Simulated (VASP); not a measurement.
# MgRe12 in VASP: single point with PBE

Aim: the single point of MgRe12 with PBE.

All numbers are computed with VASP 6.6.1; they aren't measurements. Logs are shortened: lines on timing, memory, paths and dates and some standing lists are left out, and cuts for length are marked.

## (1) The cell of the first run

The cell holds a slab with vacuum, 13 atoms: a = 5.520 Å, b = 5.520 Å, c = 15.457 Å, α = 90.00°, β = 90.00°, γ = 60.00°.

## (2) Single point, PBE

The input, INCAR:

```
PREC = Accurate ; ENCUT = 520
EDIFF = 1E-6 ; ISMEAR = -1
SIGMA = 0.05 ; LREAL = False
LASPH = True ; NELM = 100
ALGO = Normal ; ISIF = 2
LWAVE = False ; LCHARG = False
GGA = PE ; NBANDS = 55
```

The input, KPOINTS:

```
regular mesh
0
Gamma
  4 4 1
```

The input, POSCAR:

```
MgRe12
1.0
    5.5200000000      0.0000000000      0.0000000000
    2.7600000000      4.7804600000      0.0000000000
    0.0000000000      0.0000000000     15.4574000000
Re Mg
12 1
Direct
    0.0000000000      0.0000000000      0.0646938683
    0.5000000000      0.0000000000      0.0646938683
    0.0000000000      0.5000000000      0.0646938683
    0.5000000000      0.5000000000      0.0646938683
   -0.1667580421      0.3334313016      0.2033564506
    0.3342881976      0.3316362860      0.2060351029
   -0.1683102017      0.8342964903      0.2061612561
    0.3342718705      0.8343153169      0.2060398256
   -0.0029303978      0.0057002883      0.3467110251
    0.5003550034     -0.0000016735      0.3486940883
   -0.0032697093      0.4971314476      0.3466398618
    0.5042021537      0.4980206926      0.3465897240
    0.1644628461      0.6671811918      0.4930426851
```

Potentials or basis: VASP PAW PBE potentials, release 64 (Re, Mg).

Command:

```
$ cat potpaw_PBE.64/Re/POTCAR potpaw_PBE.64/Mg/POTCAR > POTCAR
$ mpirun -np 1 vasp_std > vasp.out
```

OUTCAR:

```text
PREC = Accurate
   ENCUT = 520
   EDIFF = 1E-6
   ISMEAR = -1
   LREAL = False
   LASPH = True
   NELM = 100
   ISIF = 2
   GGA = PE

 ion  position               nearest neighbor table
   1  0.000  0.000  0.065-   5 2.67   8 2.71   7 2.71   3 2.76   3 2.76   4 2.76   4 2.76   2 2.76
                             2 2.76
   2  0.500  0.000  0.065-   8 2.70   6 2.70   7 2.70   4 2.76   3 2.76   4 2.76   3 2.76   1 2.76
                             1 2.76
   3  0.000  0.500  0.065-   5 2.67   6 2.71   7 2.71   1 2.76   1 2.76   2 2.76   2 2.76   4 2.76
                             4 2.76
   4  0.500  0.500  0.065-   5 2.67   6 2.71   8 2.71   2 2.76   1 2.76   2 2.76   1 2.76   3 2.76
                             3 2.76
   5  0.833  0.333  0.203-   4 2.67   3 2.67   1 2.67  11 2.71   9 2.71  12 2.72   6 2.76   7 2.76
                             8 2.76   8 2.76   7 2.76   6 2.76
   6  0.334  0.332  0.206-   2 2.70  12 2.70   4 2.71   3 2.71  11 2.71  10 2.72   8 2.75   7 2.75
                             5 2.76   5 2.76   7 2.77   8 2.77
   7  0.832  0.834  0.206-   2 2.70   9 2.70  11 2.70   1 2.71   3 2.71  10 2.71   6 2.75   8 2.75
                             5 2.76   5 2.76   8 2.77   6 2.77
   8  0.334  0.834  0.206-   2 2.70  12 2.70   9 2.71   1 2.71   4 2.71  10 2.72   6 2.75   7 2.75
                             5 2.76   5 2.76   7 2.77   6 2.77
   9  0.997  0.006  0.347-   7 2.70   8 2.71  11 2.71   5 2.71  12 2.72  10 2.76  10 2.76  13 2.78
                            12 2.80  11 2.81
  10  0.500  1.000  0.349-   7 2.71   6 2.72   8 2.72   9 2.76  11 2.76  12 2.76  12 2.76  11 2.76
                             9 2.76
  11  0.997  0.497  0.347-   7 2.70   6 2.71   5 2.71   9 2.71  12 2.72  10 2.76  10 2.76  13 2.78
                            12 2.80   9 2.81
  12  0.504  0.498  0.347-   8 2.70   6 2.70   5 2.72  11 2.72   9 2.72  10 2.76  10 2.76  13 2.79
                             9 2.80  11 2.80
  13  0.164  0.667  0.493-  11 2.78   9 2.78  12 2.79

  LATTYP: Found a hexagonal cell.
 ALAT       =     5.5199998018
 C/A-ratio  =     2.8002537237

  Lattice vectors:

 A1 = (  -2.7600000000,  -4.7804600000,   0.0000000000)
 A2 = (   5.5200000000,   0.0000000000,   0.0000000000)
 A3 = (   0.0000000000,   0.0000000000,  15.4574000000)

Analysis of symmetry for initial positions (statically):
=====================================================================
 Subroutine PRICEL returns:
 Original cell was already a primitive cell.

 Routine SETGRP: Setting up the symmetry group for a
 hexagonal supercell.

 Subroutine GETGRP returns: Found  1 space group operations
 (whereof  1 operations were pure point group operations)
 out of a pool of 24 trial point group operations.

[... 131 lines left out ...]
   PSTRESS=    0.0 pullay stress
   NELECT =      86.0000    total number of electrons
   NUPDOWN=      -1.0000    fix difference up-down
   EMIN   =  10.00;   EMAX   =-10.00  energy-range for DOS
   EFERMI =   0.00;   METHOD = LEGACY
   ISMEAR =    -1;   SIGMA  =   0.05  broadening in eV -4-tet -1-fermi 0-gaus
   EFERMI_NEDOS =   21; number of points for ismear=-14 and -15
   IALGO  =     38    algorithm
   IMIX   =      4    mixing-type and parameters
     AMIX     =   0.40;   BMIX     =  1.00
     AMIX_MAG =   1.60;   BMIX_MAG =  1.00
  volume/ion in A,a.u.               =      31.38       211.74
  Fermi-wavevector in a.u.,A,eV,Ry     =   0.974375  1.841301 12.917448  0.949406
  Thomas-Fermi vector in A             =   2.104829
   LORBIT       =      0    0 simple, 1 ext, 2 COOP (PROOUT), +10 PAW based schemes
   GGA     = PE    functional components
[... 5 lines left out ...]
 non-spin polarized calculation
  energy-cutoff  :      520.00
  volume of cell :      407.89
 maximum number of plane-waves:     11020
 NGX is ok and might be reduce to    42
   NGX = 21   NGY = 21   NGZ = 57

 number of electron      85.9999997 magnetization

 Free energy of the ion-electron system (eV)
  ---------------------------------------------------
  ext. energy  EPLUGINS =         0.00000000
  ---------------------------------------------------
  free energy    TOTEN  =      -141.42750813 eV

  energy without entropy =     -141.28302399  energy(sigma->0) =     -141.35526606

 E-fermi :   1.6916     XC(G=0):  -7.7631

 val. band max:        1.6605388161   @ k =   0.2500   0.5000   0.0000
 cond. band min:       1.7640037051   @ k =   0.2500  -0.0000   0.0000
 fundamental gap:      0.1034648891
 Fermi energy:         1.6916233849

 k-point     1 :       0.0000    0.0000    0.0000
  band No.  band energies     occupation
      1      -7.5610      2.00000
      2      -5.6769      2.00000
      3      -5.0166      2.00000
      4      -4.5789      2.00000
      5      -4.5584      2.00000
      6      -4.5582      2.00000
[... 569 lines left out ...]
     54       3.3481      0.00000
     55       3.6993      0.00000

------------------------ aborting loop because EDIFF is reached ----------------------------------------

  FORCE on cell =-STRESS in cart. coord.  units (eV):
  Direction    XX          YY          ZZ          XY          YZ          ZX
  --------------------------------------------------------------------------------------
  -------------------------------------------------------------------------------------
  Total       -9.2859742     -9.2869169     -1.3003339      0.0073269     -0.0364122      0.0583894
  in kB      -36.4747937    -36.4784965     -5.1076395      0.0287796     -0.1430250      0.2293502
  external PRESSURE =     -26.0203099 kB  Pullay stress =       0.0000000 kB

 VOLUME and BASIS-vectors are now :
 -----------------------------------------------------------------------------
  energy-cutoff  :      520.00
  volume of cell :      407.89
      direct lattice vectors                 reciprocal lattice vectors
     5.520000000  0.000000000  0.000000000     0.181159420 -0.104592445  0.000000000
     2.760000000  4.780460000  0.000000000     0.000000000  0.209184890  0.000000000
     0.000000000  0.000000000 15.457400000     0.000000000  0.000000000  0.064693933

 POSITION                                       TOTAL-FORCE (eV/Angst)
 -----------------------------------------------------------------------------------
      0.00000      0.00000      1.00000        -0.000115      0.062928      0.034299
      2.76000      0.00000      1.00000         0.012675     -0.001585      0.120188
      1.38000      2.39023      1.00000        -0.058479     -0.031792      0.035979
      4.14000      2.39023      1.00000         0.042011     -0.022529      0.028315
      5.51977      1.59396      3.14336        -0.002396      0.000058     -0.032062
      2.76059      1.58537      3.18477        -0.009292      0.002793      0.010050
      6.89359      3.98832      3.18672         0.001083     -0.005108     -0.005451
      4.14789      3.98841      3.18484        -0.005610      0.003620      0.008974
      5.51956      0.02725      5.35925         0.003445      0.013514     -0.051753
      5.52195      4.78045      5.38990        -0.000073      0.002651     -0.042325
      6.87403      2.37652      5.35815        -0.001747     -0.009437     -0.044584
      4.15773      2.38077      5.35738         0.015832     -0.013684     -0.035773
      2.74925      3.18943      7.62116         0.002666     -0.001429     -0.025856
 -----------------------------------------------------------------------------------
    total drift:                                0.000145     -0.000013     -0.001738

  FREE ENERGIE OF THE ION-ELECTRON SYSTEM (eV)
  ---------------------------------------------------
  free  energy   TOTEN  =      -141.4275081314 eV

  energy  without entropy=     -141.2830239924  energy(sigma->0) =     -141.35526606
```

It took 13 min on 1 thread of Intel Xeon Platinum 8375C at 2.90GHz (Ice Lake), shared host; peak memory 0.57 GiB.

What came out:

* Free energy: -141.4275 eV
* Largest force: 0.121 eV/Å
* Band gap on the k mesh: zero (bands 43 and 44 overlap by 0.76 eV)

Forces in eV/Å, atoms in the order of the input:
```
Re   0.000  0.063  0.034
Re   0.013 -0.002  0.120
Re  -0.058 -0.032  0.036
Re   0.042 -0.023  0.028
Re  -0.002  0.000 -0.032
Re  -0.009  0.003  0.010
Re   0.001 -0.005 -0.005
Re  -0.006  0.004  0.009
Re   0.003  0.014 -0.052
Re   0.000  0.003 -0.042
Re  -0.002 -0.009 -0.045
Re   0.016 -0.014 -0.036
Mg   0.003 -0.001 -0.026
```

Caveat: there is no dipole correction, which matters where the two faces differ; spin-orbit coupling is left out, which moves the levels of the heavy elements.

The gap in the log of VASP goes by the Fermi energy; the results here count the filled bands.